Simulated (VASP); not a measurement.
Runs of VASP 6.6.1 on BiTe. The structure is that of space group Fm-3m (No. 225), or close to it. The cells are those of the table. 

```csv
cell,gap on the mesh (eV),pressure (GPa)
"a = 4.472, b = 4.472, c = 4.438 Å, angles 60.3, 60.3, 59.5°, 2 atoms",none,(b)
"a = 4.472, b = 4.472, c = 4.506 Å, angles 59.7, 59.7, 60.5°, 2 atoms",none,1.5
"a = 4.644, b = 4.644, c = 4.575 Å, angles 60.5, 60.5, 59.0°, 2 atoms",none,(a)
"a = 4.609, b = 4.609, c = 4.644 Å, angles 59.8, 59.8, 60.5°, 2 atoms",none,-3.0
"a = 4.542, b = 4.542, c = 4.438 Å, angles 60.8, 60.8, 58.5°, 2 atoms",none,0.8
```

Alike in all rows: task single point; level PBEsol; potentials or basis VASP PAW PBE potentials, release 64 (Bi_d, Te); no spin polarisation; k mesh 14 × 14 × 14; cutoff (eV) 520; smearing gaussian 0.15 eV.

Estimate the missing entries.

(a) -2.9; (b) 2.5.

Caveats: the PAW data sets were made with another functional, which shifts forces and pressure a little; spin-orbit coupling is left out, which moves the levels of the heavy elements.

A k mesh can miss the band edges, and the runs leave out spin-orbit coupling on Bi, Te.

A gap of «none» marks levels without a gap at the run's occupations.
